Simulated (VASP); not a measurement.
# AlN (o.bB) (F-43m) in VASP: a series of runs

The runs below take AlN (o.bB) through single point, with PBE.

Everything below comes from runs of VASP 6.6.1. Logs are shortened: lines on timing, memory, paths and dates and some standing lists are left out, and cuts for length are marked.

## 1. The cell of the first run

It takes space group F-43m (No. 216, cubic). The conventional cell has a = 4.380 Å, b = 4.380 Å, c = 4.380 Å, α = 90.00°, β = 90.00°, γ = 90.00°. Within 2.5 Å of Al (site symmetry -43m) lie 4 N at 1.90 Å. Within 2.5 Å of N (site symmetry -43m) lie 4 Al at 1.90 Å.

## 2. Single point, PBE

The input, INCAR:

```
PREC = Accurate
ENCUT = 600
EDIFF = 1E-6
ISMEAR = 0
SIGMA = 0.1
LREAL = F
LASPH = T
NELM = 120
ALGO = Normal
ISIF = 2
LWAVE = F
LCHARG = F
GGA = PE
NBANDS = 11
GGA_COMPAT = F
```

The input, KPOINTS:

```
regular mesh
0
Gamma
  8 8 8
```

The input, POSCAR:

```
AlN
1.0
    0.0000000000      2.1900000000      2.1900000000
    2.1900000000      0.0000000000      2.1900000000
    2.1900000000      2.1900000000      0.0000000000
Al N
1 1
Direct
    0.0000000000      0.0000000000      0.0000000000
    0.2500000000      0.2500000000      0.2500000000
```

Potentials or basis: VASP PAW PBE potentials, release 64 (Al, N).

On the command line:

```console
$ cat potpaw_PBE.64/Al/POTCAR potpaw_PBE.64/N/POTCAR > POTCAR
$ mpirun -np 1 vasp_std > vasp.out
```

OUTCAR:

```text
PREC = Accurate
   ENCUT = 600
   EDIFF = 1E-6
   ISMEAR = 0
   LREAL = F
   LASPH = T
   NELM = 120
   ISIF = 2
   GGA = PE

 ion  position               nearest neighbor table
   1  0.000  0.000  0.000-   2 1.90   2 1.90   2 1.90   2 1.90
   2  0.250  0.250  0.250-   1 1.90   1 1.90   1 1.90   1 1.90

  LATTYP: Found a face centered cubic cell.
 ALAT       =     4.3800000000

  Lattice vectors:

 A1 = (   0.0000000000,   2.1900000000,   2.1900000000)
 A2 = (   2.1900000000,   0.0000000000,   2.1900000000)
 A3 = (   2.1900000000,   2.1900000000,   0.0000000000)

Analysis of symmetry for initial positions (statically):
=====================================================================
 Subroutine PRICEL returns:
 Original cell was already a primitive cell.

 Routine SETGRP: Setting up the symmetry group for a
 face centered cubic supercell.

 Subroutine GETGRP returns: Found 24 space group operations
 (whereof 24 operations were pure point group operations)
 out of a pool of 48 trial point group operations.

The static configuration has the point symmetry T_d .

Analysis of symmetry for dynamics (positions and initial velocities):
=====================================================================
 Subroutine PRICEL returns:
 Original cell was already a primitive cell.

 Routine SETGRP: Setting up the symmetry group for a
 face centered cubic supercell.

 Subroutine GETGRP returns: Found 24 space group operations
 (whereof 24 operations were pure point group operations)
 out of a pool of 48 trial point group operations.

The dynamic configuration has the point symmetry T_d .

 Subroutine INISYM returns: Found 24 space group operations
 (whereof 24 operations are pure point group operations),
 and found     1 'primitive' translations

----------------------------------------------------------------------------------------

                                     Primitive cell

  volume of cell :      21.0069

  direct lattice vectors                    reciprocal lattice vectors
     0.000000000  2.190000000  2.190000000    -0.228310502  0.228310502  0.228310502
     2.190000000  0.000000000  2.190000000     0.228310502 -0.228310502  0.228310502
     2.190000000  2.190000000  0.000000000     0.228310502  0.228310502 -0.228310502

  length of vectors
     3.097127702  3.097127702  3.097127702     0.395445390  0.395445390  0.395445390

  position of ions in fractional coordinates (direct lattice)
     0.000000000  0.000000000  0.000000000
     0.250000000  0.250000000  0.250000000

  ion indices of the primitive-cell ions
   primitive index   ion index
                 1           1
                 2           2

----------------------------------------------------------------------------------------

 KPOINTS: regular mesh

Automatic generation of k-mesh.
 Grid dimensions read from file:
 generate k-points for:    8    8    8

 Generating k-lattice:

  Cartesian coordinates                     Fractional coordinates (reciprocal lattice)
    -0.028538813  0.028538813  0.028538813     0.125000000  0.000000000  0.000000000
     0.028538813 -0.028538813  0.028538813     0.000000000  0.125000000  0.000000000
     0.028538813  0.028538813 -0.028538813     0.000000000  0.000000000  0.125000000

  Length of vectors
     0.049430674  0.049430674  0.049430674

  Shift w.r.t. Gamma in fractional coordinates (k-lattice)
     0.000000000  0.000000000  0.000000000

 Subroutine IBZKPT returns following result:
 ===========================================

 Found     29 irreducible k-points:

 Following reciprocal coordinates:
            Coordinates               Weight
  0.000000  0.000000  0.000000      1.000000
  0.125000  0.000000  0.000000      8.000000
  0.250000  0.000000  0.000000      8.000000
  0.375000  0.000000  0.000000      8.000000
  0.500000  0.000000  0.000000      4.000000
  0.125000  0.125000  0.000000      6.000000
[... 16 lines left out ...]
  0.500000  0.250000  0.125000     48.000000
 -0.375000  0.250000  0.125000     24.000000
 [... further k-points ...]
   k-points           NKPTS =     29   k-points in BZ     NKDIM =     29   number of bands    NBANDS=     11
   number of dos      NEDOS =    301   number of ions     NIONS =      2
   total plane-waves  NPLWV =  21952
   dimension x,y,z NGX =    28 NGY =   28 NGZ =   28
   dimension x,y,z NGXF=    56 NGYF=   56 NGZF=   56
   ions per type =               1   1
   NGX,Y,Z   is equivalent  to a cutoff of  15.03, 15.03, 15.03 a.u.
   NGXF,Y,Z  is equivalent  to a cutoff of  30.06, 30.06, 30.06 a.u.
 SYSTEM =  unknown system
   PREC   = accura    normal or accurate (medium, high low for compatibility)
   ISTART =      0    job   : 0-new  1-cont  2-samecut
   ICHARG =      2    charge: 1-file 2-atom 10-const
   ISPIN  =      1    spin polarized calculation?
   LNONCOLLINEAR =      F non collinear calculations
   LSORBIT =      F    spin-orbit coupling
   LASPH  =      T    aspherical Exc in radial PAW
   ENCUT  =  600.0 eV  44.10 Ry    6.64 a.u.   6.19  6.19  6.19*2*pi/ulx,y,z
   NELM   =    120;   NELMIN=  2; NELMDL= -5     # of ELM steps
   EDIFF  = 0.1E-05   stopping-criterion for ELM
   LREAL  =      F    real-space projection
   EDIFFG = 0.1E-04   stopping-criterion for IOM
   NSW    =      0    number of steps for IOM
   IBRION =     -1    ionic relax: 0-MD 1-quasi-New 2-CG
   NFREE  =      0    steps in history (QN), initial steepest desc. (CG)
   ISIF   =      2    stress and relaxation
   ISYM   =      2    0-nonsym 1-usesym 2-fastsym
   POTIM  = 0.5000    time-step for ionic-motion
   TEBEG  =    0.0;   TEEND  =   0.0 temperature during run
   PSTRESS=    0.0 pullay stress
   NELECT =       8.0000    total number of electrons
   NUPDOWN=      -1.0000    fix difference up-down
   EMIN   =  10.00;   EMAX   =-10.00  energy-range for DOS
   EFERMI =   0.00;   METHOD = LEGACY
   ISMEAR =     0;   SIGMA  =   0.10  broadening in eV -4-tet -1-fermi 0-gaus
   EFERMI_NEDOS =   21; number of points for ismear=-14 and -15
   IALGO  =     38    algorithm
   IMIX   =      4    mixing-type and parameters
     AMIX     =   0.40;   BMIX     =  1.00
     AMIX_MAG =   1.60;   BMIX_MAG =  1.00
  volume/ion in A,a.u.               =      10.50        70.88
  Fermi-wavevector in a.u.,A,eV,Ry     =   1.186636  2.242416 19.158419  1.408104
  Thomas-Fermi vector in A             =   2.322804
   LORBIT       =      0    0 simple, 1 ext, 2 COOP (PROOUT), +10 PAW based schemes
   GGA     = PE    functional components
   LHFCALC =     F    Hartree Fock is set to
   AEXX    =    0.0000 exact exchange contribution
   IVDW    =     0    specifies the selected vdW correction
   LEPSILON=     F    determine dielectric tensor
   LRPA    =     F    only Hartree local field effects (RPA)
 non-spin polarized calculation
 Gauss-broadening in eV      SIGMA  =   0.10
  energy-cutoff  :      600.00
  volume of cell :       21.01
 maximum number of plane-waves:       725
 NGX is ok and might be reduce to    28
   NGX = 13   NGY = 13   NGZ = 13

 number of electron       7.9999999 magnetization

 Free energy of the ion-electron system (eV)
  ---------------------------------------------------
  ext. energy  EPLUGINS =         0.00000000
  ---------------------------------------------------
  free energy    TOTEN  =       -14.84593875 eV

  energy without entropy =      -14.84593875  energy(sigma->0) =      -14.84593875

 E-fermi :   6.3421     XC(G=0): -10.8979

 val. band max:        5.8924706120   @ k =   0.0000   0.0000   0.0000
 cond. band min:       9.2060191515   @ k =   0.5000   0.5000   0.0000
 fundamental gap:      3.3135485395
 Fermi energy:         6.3421030852

 k-point     1 :       0.0000    0.0000    0.0000
  band No.  band energies     occupation
      1      -9.0414      2.00000
      2       5.8925      2.00000
      3       5.8925      2.00000
      4       5.8925      2.00000
      5      10.0157      0.00000
      6      18.3713      0.00000
      7      18.3713      0.00000
      8      18.3713      0.00000
      9      23.5150      0.00000
     10      23.5150      0.00000
     11      24.9008      0.00000

 k-point     2 :       0.1250    0.0000    0.0000
  band No.  band energies     occupation
      1      -8.8164      2.00000
      2       4.7141      2.00000
      3       5.8141      2.00000
      4       5.8141      2.00000
      5      10.9601      0.00000
      6      17.7990      0.00000
      7      18.5431      0.00000
      8      18.5431      0.00000
      9      21.9840      0.00000
     10      21.9840      0.00000
     11      23.8561      0.00000

 k-point     3 :       0.2500    0.0000    0.0000
  band No.  band energies     occupation
      1      -8.1996      2.00000
      2       2.6451      2.00000
      3       5.6375      2.00000
      4       5.6375      2.00000
      5      12.2784      0.00000
      6      16.7883      0.00000
      7      18.1517      0.00000
      8      18.1517      0.00000
      9      22.0977      0.00000
     10      22.0977      0.00000
     11      23.0480      0.00000

 k-point     4 :       0.3750    0.0000    0.0000
  band No.  band energies     occupation
      1      -7.4214      2.00000
      2       0.8394      2.00000
      3       5.4765      2.00000
      4       5.4765      2.00000
      5      13.0002      0.00000
      6      16.0077      0.00000
      7      17.3221      0.00000
      8      17.3221      0.00000
      9      23.3252      0.00000
     10      24.1084      0.00000
     11      24.1084      0.00000
[... 239 lines left out ...]
 k-point    22 :       0.3750    0.2500    0.1250
  band No.  band energies     occupation
      1      -7.7042      2.00000
      2       2.3421      2.00000
      3       4.4238      2.00000
      4       5.2924      2.00000
      5      12.6547      0.00000
      6      16.3406      0.00000
      7      16.6848      0.00000
      8      19.1010      0.00000
      9      20.4624      0.00000
     10      24.9231      0.00000
     11      27.4336      0.00000

 k-point    23 :       0.5000    0.2500    0.1250
  band No.  band energies     occupation
      1      -7.0337      2.00000
      2       1.2944      2.00000
      3       3.8340      2.00000
      4       4.9665      2.00000
      5      12.9056      0.00000
      6      15.4611      0.00000
      7      17.3455      0.00000
      8      18.7087      0.00000
      9      21.8445      0.00000
     10      25.4400      0.00000
     11      27.5530      0.00000

 k-point    24 :      -0.3750    0.2500    0.1250
  band No.  band energies     occupation
      1      -6.7015      2.00000
      2       0.7818      2.00000
      3       3.6796      2.00000
      4       4.7813      2.00000
      5      12.9678      0.00000
      6      15.0737      0.00000
      7      17.9821      0.00000
      8      18.5056      0.00000
      9      22.9650      0.00000
     10      24.5731      0.00000
     11      27.8173      0.00000

 [... further k-points ...]
[... 5 lines left out ...]
  --------------------------------------------------------------------------------------
  -------------------------------------------------------------------------------------
  Total        0.3595448      0.3595448      0.3595448      0.0000000     -0.0000000     -0.0000000
  in kB       27.4221351     27.4221351     27.4221351      0.0000000     -0.0000000     -0.0000000
  external PRESSURE =      27.4221351 kB  Pullay stress =       0.0000000 kB

 VOLUME and BASIS-vectors are now :
 -----------------------------------------------------------------------------
  energy-cutoff  :      600.00
  volume of cell :       21.01
      direct lattice vectors                 reciprocal lattice vectors
     0.000000000  2.190000000  2.190000000    -0.228310502  0.228310502  0.228310502
     2.190000000  0.000000000  2.190000000     0.228310502 -0.228310502  0.228310502
     2.190000000  2.190000000  0.000000000     0.228310502  0.228310502 -0.228310502

 POSITION                                       TOTAL-FORCE (eV/Angst)
 -----------------------------------------------------------------------------------
      0.00000      0.00000      0.00000         0.000000      0.000000     -0.000000
      1.09500      1.09500      1.09500        -0.000000     -0.000000      0.000000
 -----------------------------------------------------------------------------------
    total drift:                                0.000000      0.000000      0.000000

  FREE ENERGIE OF THE ION-ELECTRON SYSTEM (eV)
  ---------------------------------------------------
  free  energy   TOTEN  =       -14.8459387466 eV

  energy  without entropy=      -14.8459387466  energy(sigma->0) =      -14.84593875
```

Run time: 10 s. Hardware: 1 thread of Intel Xeon 6975P-C, shared host; peak memory 0.15 GiB.

Results:

```yaml
Free_energy: -14.8459 eV
Pressure: 2.7 GPa
Band_gap_on_the_k_mesh: 3.31 eV, indirect (least direct gap 4.12 eV)
```

Levels at points of the mesh, in eV from the valence-band top:
```
           k point  band 1  band 2  band 3  band 4  band 5  band 6  band 7  band 8
(0.00, 0.00, 0.00)  -14.93    0.00    0.00    0.00    4.12   12.48   12.48   12.48
(0.50, 0.00, 0.00)  -12.91   -5.82   -0.48   -0.48    7.30    9.81   11.09   11.09
(0.50, 0.50, 0.00)  -12.28   -4.88   -1.76   -1.76    3.31    8.56   13.85   15.63
```

(Part 1 of 2 ends here.)
